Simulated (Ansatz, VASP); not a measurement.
# Bi2Te3: VASP beside Ansatz

Contents of INCAR:

```
PREC = Accurate ; ENCUT = 520
EDIFF = 1E-6 ; ISMEAR = -1
SIGMA = 0.05 ; LREAL = F
LASPH = T ; NELM = 100
ALGO = Normal ; ISIF = 2
LWAVE = F ; LCHARG = F
GGA = PE ; NBANDS = 32
```

The input KPOINTS:

```
Automatic mesh
0
Gamma
  6 6 6
```

The input POSCAR:

```
Bi2Te3
1.0
    2.2797906350      1.3162376651     10.2677465592
   -2.2797906350      1.3162376651     10.2677465592
    0.0000000000     -2.6324753301     10.2677465592
Bi Te
2 3
Direct
    0.1880000000      0.1880000000      0.1880000000
    0.5980000000      0.5980000000      0.5980000000
    0.3890000000      0.3890000000      0.3890000000
    0.8000000000      0.8000000000      0.8000000000
    0.0000000000      0.0000000000      0.0000000000
```

Input for Ansatz:

```yaml
crystal:
  lattice:
    - [2.2797906349853867, 1.3162376650558738, 10.267746559166037]
    - [-2.2797906349853867, 1.3162376650558738, 10.267746559166037]
    - [0.0, -2.6324753301117476, 10.267746559166037]
  atoms:
    - { symbol: Bi, position: [0.188, 0.188, 0.188] }
    - { symbol: Bi, position: [0.598, 0.598, 0.598] }
    - { symbol: Te, position: [0.389, 0.389, 0.389] }
    - { symbol: Te, position: [0.8, 0.8, 0.8] }
    - { symbol: Te, position: [0.0, 0.0, 0.0] }
basis:
  ecutwfc: 571.4391111657479
kpoints:
  mp_grid:
    grid: [6, 6, 6]
hamiltonian:
  xc: pbe
scf:
  occupations:
    method: fermi_dirac
    width: 0.05
output:
  stress: true
```

Alike in both runs: task single point; functional PBE; k mesh 6 × 6 × 6; occupations fermi-dirac, width 0.05 eV; no spin polarisation.

```csv
,VASP,Ansatz
version,VASP 6.6.1,Ansatz 0.2.0
potentials or method,"VASP PAW PBE potentials, release 64 (Bi_d, Te), cutoff 520 eV","plane waves, PAW"
valence electrons in the cell,48,78
```

```tsv
	VASP	Ansatz	Ansatz less VASP
pressure (GPa)	-2.4	-2.4	+0.05
traceless stress, the component that is largest in VASP (GPa)	-0.71	-0.70	+0.007
```

VASP's potentials hold 48 valence electrons a cell and Ansatz's 78, so a difference there can come from the potentials and not from the codes.

Spin-orbit coupling is off throughout.
